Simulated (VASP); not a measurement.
# NaH (P6_3/mmc) in VASP: a series of runs, part 2 of 2

VASP 6.6.1.

## (5) Single point, PBE

File INCAR:

```
  PREC = Accurate
  ENCUT = 500
  EDIFF = 1E-6
  ISMEAR = 0
  SIGMA = 0.01
  LREAL = False
  LASPH = True
  NELM = 120
  ALGO = Normal
  ISIF = 2
  LWAVE = False
  LCHARG = False
  GGA = PE
  NBANDS = 16
  ISYM = 0
  GGA_COMPAT = False
```

File KPOINTS:

```
Automatic mesh
0
Gamma
  6 6 4
  0.5 0.5 0.5
```

File POSCAR:

```
NaH
1.0
    3.9533072863      0.0000000000      0.0000000000
   -1.9766536431      3.4236645389      0.0000000000
    0.0000000000      0.0000000000      4.8283237758
Na H
2 2
Direct
    0.3333333333      0.6666666667      0.2500000000
    0.6666666667      0.3333333333      0.7500000000
    0.6666666667      0.3333333333      0.2500000000
    0.3333333333      0.6666666667      0.7500000000
```

Potentials or basis: VASP PAW PBE potentials, release 64 (Na_pv, H).

Command:

```sh
cat potpaw_PBE.64/Na_pv/POTCAR potpaw_PBE.64/H/POTCAR > POTCAR
mpirun -np 1 vasp_std > vasp.out
```

OUTCAR:

```text
PREC = Accurate
   ENCUT = 500
   EDIFF = 1E-6
   ISMEAR = 0
   LREAL = False
   LASPH = True
   NELM = 120
   ISIF = 2
   GGA = PE
   ISYM = 0

 ion  position               nearest neighbor table
   1  0.333  0.667  0.250-
   2  0.667  0.333  0.750-
   3  0.667  0.333  0.250-
   4  0.333  0.667  0.750-

IMPORTANT INFORMATION: All symmetrisations will be switched off!
NOSYMM: (Re-)initialisation of all symmetry stuff for point group C_1.

----------------------------------------------------------------------------------------

                                     Primitive cell

  volume of cell :      65.3504

  direct lattice vectors                    reciprocal lattice vectors
     3.953307286  0.000000000  0.000000000     0.252952763  0.146042346  0.000000000
    -1.976653643  3.423664539  0.000000000     0.000000000  0.292084691  0.000000000
     0.000000000  0.000000000  4.828323776     0.000000000  0.000000000  0.207111214

  length of vectors
     3.953307286  3.953307286  4.828323776     0.292084691  0.292084691  0.207111214

  position of ions in fractional coordinates (direct lattice)
     0.333333333  0.666666667  0.250000000
     0.666666667  0.333333333  0.750000000
     0.666666667  0.333333333  0.250000000
     0.333333333  0.666666667  0.750000000

  ion indices of the primitive-cell ions
   primitive index   ion index
                 1           1
                 2           2
                 3           3
                 4           4

----------------------------------------------------------------------------------------

 KPOINTS: Automatic mesh

Automatic generation of k-mesh.
 Grid dimensions read from file:
 generate k-points for:    6    6    4

 Generating k-lattice:

  Cartesian coordinates                     Fractional coordinates (reciprocal lattice)
     0.042158794  0.024340391  0.000000000     0.166666667  0.000000000  0.000000000
     0.000000000  0.048680782  0.000000000     0.000000000  0.166666667  0.000000000
     0.000000000  0.000000000  0.051777804     0.000000000  0.000000000  0.250000000

  Length of vectors
     0.048680782  0.048680782  0.051777804

  Shift w.r.t. Gamma in fractional coordinates (k-lattice)
     0.500000000  0.500000000  0.500000000

 Subroutine IBZKPT returns following result:
 ===========================================

 Found    216 irreducible k-points:

 Following reciprocal coordinates:
            Coordinates               Weight
  0.083333  0.083333  0.125000      2.000000
 -0.083333  0.166667  0.125000      2.000000
 -0.166667  0.083333  0.125000      2.000000
 -0.083333 -0.083333  0.125000      2.000000
  0.083333 -0.166667  0.125000      2.000000
  0.166667 -0.083333  0.125000      2.000000
[... 16 lines left out ...]
  0.083333  0.500000  0.125000      2.000000
  0.500000 -0.416667  0.125000      2.000000
 [... further k-points ...]
   k-points           NKPTS =    216   k-points in BZ     NKDIM =    216   number of bands    NBANDS=     16
   number of dos      NEDOS =    301   number of ions     NIONS =      4
   total plane-waves  NPLWV =  32400
   dimension x,y,z NGX =    30 NGY =   30 NGZ =   36
   dimension x,y,z NGXF=    60 NGYF=   60 NGZF=   72
   ions per type =               2   2
   NGX,Y,Z   is equivalent  to a cutoff of  12.62, 12.62, 12.40 a.u.
   NGXF,Y,Z  is equivalent  to a cutoff of  25.23, 25.23, 24.79 a.u.
 SYSTEM =  unknown system
   PREC   = accura    normal or accurate (medium, high low for compatibility)
   ISTART =      0    job   : 0-new  1-cont  2-samecut
   ICHARG =      2    charge: 1-file 2-atom 10-const
   ISPIN  =      1    spin polarized calculation?
   LNONCOLLINEAR =      F non collinear calculations
   LSORBIT =      F    spin-orbit coupling
   LASPH  =      T    aspherical Exc in radial PAW
   ENCUT  =  500.0 eV  36.75 Ry    6.06 a.u.   7.21  7.21  8.80*2*pi/ulx,y,z
   NELM   =    120;   NELMIN=  2; NELMDL= -5     # of ELM steps
   EDIFF  = 0.1E-05   stopping-criterion for ELM
   LREAL  =      F    real-space projection
   EDIFFG = 0.1E-04   stopping-criterion for IOM
   NSW    =      0    number of steps for IOM
   IBRION =     -1    ionic relax: 0-MD 1-quasi-New 2-CG
   NFREE  =      0    steps in history (QN), initial steepest desc. (CG)
   ISIF   =      2    stress and relaxation
   ISYM   =      0    0-nonsym 1-usesym 2-fastsym
   POTIM  = 0.5000    time-step for ionic-motion
   TEBEG  =    0.0;   TEEND  =   0.0 temperature during run
   PSTRESS=    0.0 pullay stress
   NELECT =      16.0000    total number of electrons
   NUPDOWN=      -1.0000    fix difference up-down
   EMIN   =  10.00;   EMAX   =-10.00  energy-range for DOS
   EFERMI =   0.00;   METHOD = LEGACY
   ISMEAR =     0;   SIGMA  =   0.01  broadening in eV -4-tet -1-fermi 0-gaus
   EFERMI_NEDOS =   21; number of points for ismear=-14 and -15
   IALGO  =     38    algorithm
   IMIX   =      4    mixing-type and parameters
     AMIX     =   0.40;   BMIX     =  1.00
     AMIX_MAG =   1.60;   BMIX_MAG =  1.00
  volume/ion in A,a.u.               =      16.34       110.25
  Fermi-wavevector in a.u.,A,eV,Ry     =   1.024154  1.935371 14.271045  1.048892
  Thomas-Fermi vector in A             =   2.157926
   LORBIT       =      0    0 simple, 1 ext, 2 COOP (PROOUT), +10 PAW based schemes
   GGA     = PE    functional components
   LHFCALC =     F    Hartree Fock is set to
   AEXX    =    0.0000 exact exchange contribution
   IVDW    =     0    specifies the selected vdW correction
   LEPSILON=     F    determine dielectric tensor
   LRPA    =     F    only Hartree local field effects (RPA)
 non-spin polarized calculation
 Gauss-broadening in eV      SIGMA  =   0.01
  energy-cutoff  :      500.00
  volume of cell :       65.35
 maximum number of plane-waves:      1665
 NGX is ok and might be reduce to    30
   NGX = 15   NGY = 15   NGZ = 17

 number of electron      16.0000017 magnetization

 Free energy of the ion-electron system (eV)
  ---------------------------------------------------
  ext. energy  EPLUGINS =         0.00000000
  ---------------------------------------------------
  free energy    TOTEN  =       -10.07267375 eV

  energy without entropy =      -10.07267375  energy(sigma->0) =      -10.07267375

 E-fermi :  -1.5182     XC(G=0):  -7.1039

 val. band max:       -1.5762657001   @ k =   0.1667  -0.2500   0.1250
 cond. band min:       2.1229305712   @ k =  -0.3333  -0.4167   0.1250
 fundamental gap:      3.6991962714
 Fermi energy:        -1.5182192557

 k-point     1 :       0.0833    0.0833    0.1250
  band No.  band energies     occupation
      1     -23.7170      2.00000
      2     -23.6855      2.00000
      3     -23.6847      2.00000
      4     -23.6630      2.00000
      5     -23.6567      2.00000
      6     -23.6412      2.00000
[... 8 lines left out ...]
     15      11.4555      0.00000
     16      11.6554      0.00000

 k-point     2 :      -0.0833    0.1667    0.1250
  band No.  band energies     occupation
      1     -23.7170      2.00000
      2     -23.6855      2.00000
      3     -23.6847      2.00000
      4     -23.6630      2.00000
      5     -23.6567      2.00000
      6     -23.6412      2.00000
[... 8 lines left out ...]
     15      11.4555      0.00000
     16      11.6554      0.00000

 k-point     3 :      -0.1667    0.0833    0.1250
  band No.  band energies     occupation
      1     -23.7170      2.00000
      2     -23.6855      2.00000
      3     -23.6847      2.00000
      4     -23.6630      2.00000
      5     -23.6567      2.00000
      6     -23.6412      2.00000
[... 8 lines left out ...]
     15      11.4555      0.00000
     16      11.6554      0.00000
[... 362 lines left out ...]
 k-point    23 :       0.0833    0.5000    0.1250
  band No.  band energies     occupation
      1     -23.7086      2.00000
      2     -23.6944      2.00000
      3     -23.6868      2.00000
      4     -23.6796      2.00000
      5     -23.6567      2.00000
      6     -23.6557      2.00000
[... 8 lines left out ...]
     15      10.2092      0.00000
     16      11.2372      0.00000

 k-point    24 :       0.5000   -0.4167    0.1250
  band No.  band energies     occupation
      1     -23.7086      2.00000
      2     -23.6944      2.00000
      3     -23.6868      2.00000
      4     -23.6796      2.00000
      5     -23.6567      2.00000
      6     -23.6557      2.00000
[... 8 lines left out ...]
     15      10.2092      0.00000
     16      11.2372      0.00000

 [... further k-points ...]

------------------------ aborting loop because EDIFF is reached ----------------------------------------

  FORCE on cell =-STRESS in cart. coord.  units (eV):
  Direction    XX          YY          ZZ          XY          YZ          ZX
  --------------------------------------------------------------------------------------
  -------------------------------------------------------------------------------------
  Total        0.1116382      0.1116605      0.1573585      0.0000194     -0.0000003     -0.0000001
  in kB        2.7370023      2.7375485      3.8579148      0.0004748     -0.0000072     -0.0000013
  external PRESSURE =       3.1108219 kB  Pullay stress =       0.0000000 kB

 VOLUME and BASIS-vectors are now :
 -----------------------------------------------------------------------------
  energy-cutoff  :      500.00
  volume of cell :       65.35
      direct lattice vectors                 reciprocal lattice vectors
     3.953307286  0.000000000  0.000000000     0.252952763  0.146042346  0.000000000
    -1.976653643  3.423664539  0.000000000     0.000000000  0.292084691  0.000000000
     0.000000000  0.000000000  4.828323776     0.000000000  0.000000000  0.207111214

 POSITION                                       TOTAL-FORCE (eV/Angst)
 -----------------------------------------------------------------------------------
     -0.00000      2.28244      1.20708        -0.000000     -0.000000      0.000000
      1.97665      1.14122      3.62124         0.000000      0.000000     -0.000000
      1.97665      1.14122      1.20708         0.000000      0.000000      0.000000
     -0.00000      2.28244      3.62124        -0.000000      0.000000     -0.000000
 -----------------------------------------------------------------------------------
    total drift:                               -0.000000      0.000000     -0.000000

  FREE ENERGIE OF THE ION-ELECTRON SYSTEM (eV)
  ---------------------------------------------------
  free  energy   TOTEN  =       -10.0726737527 eV

  energy  without entropy=      -10.0726737527  energy(sigma->0) =      -10.07267375
```

OSZICAR:

```text
N       E                     dE             d eps       ncg     rms          rms(c)
DAV:   1     0.113216809209E+03    0.11322E+03   -0.83233E+03  6912   0.100E+03
DAV:   2    -0.501856633517E+01   -0.11824E+03   -0.11385E+03  7472   0.290E+02
DAV:   3    -0.110454751396E+02   -0.60269E+01   -0.60120E+01  8872   0.700E+01
DAV:   4    -0.111270087364E+02   -0.81534E-01   -0.81529E-01  7960   0.924E+00
DAV:   5    -0.111284080009E+02   -0.13993E-02   -0.13993E-02  9112   0.117E+00    0.488E+00
DAV:   6    -0.102707542821E+02    0.85765E+00   -0.34123E-01  9632   0.367E+00    0.223E+00
DAV:   7    -0.100500146704E+02    0.22074E+00   -0.45018E-01  8744   0.293E+00    0.564E-01
DAV:   8    -0.100719673013E+02   -0.21953E-01   -0.34656E-02  7264   0.153E+00    0.153E-01
DAV:   9    -0.100726573294E+02   -0.69003E-03   -0.55165E-03  8800   0.641E-01    0.497E-02
DAV:  10    -0.100725927979E+02    0.64532E-04   -0.32319E-04  7232   0.118E-01    0.149E-02
DAV:  11    -0.100726800322E+02   -0.87234E-04   -0.88884E-05  7024   0.510E-02    0.172E-02
DAV:  12    -0.100726735075E+02    0.65247E-05   -0.89799E-06  9496   0.175E-02    0.274E-03
DAV:  13    -0.100726737527E+02   -0.24528E-06   -0.14403E-06  7448   0.627E-03
   1 F= -.10072674E+02 E0= -.10072674E+02  d E =-.736566E-18
```

stdout:

```text
POSCAR found type information on POSCAR NaH
 POSCAR found :  2 types and       4 ions
 scaLAPACK will be used
 LDA part: xc-table for (Slater+PW92), standard interpolation
 POSCAR, INCAR and KPOINTS ok, starting setup
 FFT: planning ... GRIDC
 FFT: planning ... GRID_SOFT
 FFT: planning ... GRID
 WAVECAR not read
 entering main loop
```

It took 4.3 min on 1 thread of Intel Xeon 8259CL, shared host; peak memory 0.29 GiB.

Results:

```
Free energy            : -10.0727 eV
Pressure               : 0.3 GPa
Band gap on the k mesh : 3.70 eV, indirect (least direct gap 4.18 eV)
```

## (6) The runs side by side

```tsv
k mesh	smearing	gap on the mesh (eV)	pressure (GPa)
6 × 6 × 4	methfessel-paxton 0.001 eV	3.33	0.3
6 × 6 × 4	fermi-dirac 0.001 eV	3.33	0.3
6 × 6 × 4	gaussian 0.2 eV	3.33	0.3
6 × 6 × 4, shifted	gaussian 0.01 eV	3.70	0.3
```

Alike in all rows: task single point; level PBE; potentials or basis VASP PAW PBE potentials, release 64 (Na_pv, H); no spin polarisation; cell as given; cutoff (eV) 500.

On the cell as given the gap runs from 3.33 eV (PBE) to 3.70 eV (PBE).

Absolute energies hang on the potentials; compare differences alone.
